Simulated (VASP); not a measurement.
## B: single point with PBEsol

B:

```xyz
1
Lattice="1.9050 0.0032 -0.0199 0.0032 1.8641 0.0004 -0.0199 0.0004 1.8871" Properties=species:S:1:pos:R:3 pbc="T T T"
B     0.9439    0.9681    0.9598
```

```yaml
Program: VASP 6.6.1
Task: single point
Functional: PBEsol
Potentials_or_basis: VASP PAW PBE potentials, release 64 (B)
Cutoff: 520 eV
k_mesh: 10 × 10 × 10
Occupations: gaussian, width 0.1 eV
Spin: no spin polarisation
```

```yaml
Pressure: -3.2 GPa
```

Stress tensor (GPa, compression positive):
```
-7.90  0.97 -3.59
 0.97  1.85  0.92
-3.59  0.92 -3.42
```

Levels at points of the mesh, in eV from the Fermi level:
```csv
k point,band 1,band 2,band 3,band 4,band 5
"(0.00, 0.00, 0.00)",-15.82,12.95,13.54,14.26,23.59
"(0.50, 0.00, 0.00)",-8.36,-6.51,17.21,17.90,30.08
"(0.00, 0.50, 0.00)",-8.26,-5.90,17.09,17.63,29.53
"(0.50, 0.50, 0.00)",-2.21,-1.74,4.36,8.04,20.58
"(0.00, 0.00, 0.50)",-8.32,-6.24,16.87,18.06,29.81
"(0.50, 0.00, 0.50)",-2.44,-1.79,3.93,7.92,21.01
"(0.00, 0.50, 0.50)",-2.00,-1.74,4.65,8.16,20.27
"(0.50, 0.50, 0.50)",3.11,3.24,3.84,16.03,16.50
```

It took 12 s on 1 thread of Intel Xeon 8259CL, on a shared host, peak memory 0.12 GiB.

Caveat: the PAW data sets were made with another functional, which shifts forces and pressure a little.
